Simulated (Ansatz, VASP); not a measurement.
K3Zr2S: VASP beside Ansatz

INCAR

```
SYSTEM = K3Zr2S
ALGO = Normal ; EDIFF = 1E-6
EDIFFG = -0.04 ; ENCUT = 600
GGA = PE ; IBRION = 2
ISIF = 3 ; ISMEAR = 0
LASPH = .TRUE. ; LCHARG = .FALSE.
LREAL = .FALSE. ; LWAVE = .FALSE.
NELM = 80 ; NSW = 90
PREC = Accurate ; SIGMA = 0.1
```

KPOINTS

```
k-points
0
G
  3 3 4
  0 0 0
```

POSCAR

```
K3Zr2S
1.0
    6.2272130500      0.0000000000      0.0000000000
   -3.1136065300      5.3929247000      0.0000000000
    0.0000000000      0.0000000000      5.0743747000
K Zr S
3 2 1
Direct
    0.5000000000      0.0000000000      0.0000000000
    0.0000000000      0.5000000000      0.0000000000
    0.5000000000      0.5000000000      0.0000000000
    0.3333333300      0.6666666700      0.4179774100
    0.6666666700      0.3333333300      0.5820225900
    0.0000000000      0.0000000000      0.5000000000
```

Input for Ansatz:

```yaml
crystal:
  lattice:
    - [6.22721305, 0.0, 0.0]
    - [-3.11360653, 5.3929247, 0.0]
    - [0.0, 0.0, 5.0743747]
  atoms:
    - { symbol: K, position: [0.5, 0.0, 0.0] }
    - { symbol: K, position: [0.0, 0.5, 0.0] }
    - { symbol: K, position: [0.5, 0.5, 0.0] }
    - { symbol: Zr, position: [0.33333333, 0.66666667, 0.41797741] }
    - { symbol: Zr, position: [0.66666667, 0.33333333, 0.58202259] }
    - { symbol: S, position: [0.0, 0.0, 0.5] }
basis:
  ecutwfc: 420
kpoints:
  mp_grid: { grid: [3, 3, 4] }
hamiltonian:
  xc: pbe
scf:
  occupations: { method: gaussian, width: 0.1 }
  lower_state_search: "off"
output:
  forces: true
  stress: true
  eigenvalues: true
relax:
  adjacent_minimum: "off"
  f_tol: 0.04
  max_steps: 70
  cell: { stress_tol: 0.4 }
```

Alike in both runs: task relaxation of cell and atoms; functional PBE; k mesh 3 × 3 × 4; occupations gaussian, width 0.1 eV; no spin polarisation.

|  | VASP | Ansatz |
| --- | --- | --- |
| version | VASP 6.6.1 | Ansatz 0.2.0 |
| potentials or method | VASP PAW PBE potentials, release 64 (K_sv, Zr_sv, S), cutoff 600 eV | scalar-relativistic, plane waves, PAW |
| valence electrons in the cell | 57 | 57 |

VASP gave:

| Quantity | Value |
| --- | --- |
| gap on the k mesh at the Fermi level, each at its own relaxed structure (eV) | none |
| relaxed volume (Å³/atom) | 31.82 |
| relaxed cell length with the largest relative difference (Å) | 6.603 |

Which values does Ansatz return?

gap on the k mesh at the Fermi level, each at its own relaxed structure (eV): none; relaxed volume (Å³/atom): 31.58; relaxed cell length with the largest relative difference (Å): 6.572.

A gap of «none» marks a metal or a gap that the smearing closes.

The k mesh is coarse, so the values compare programs but aren't converged.
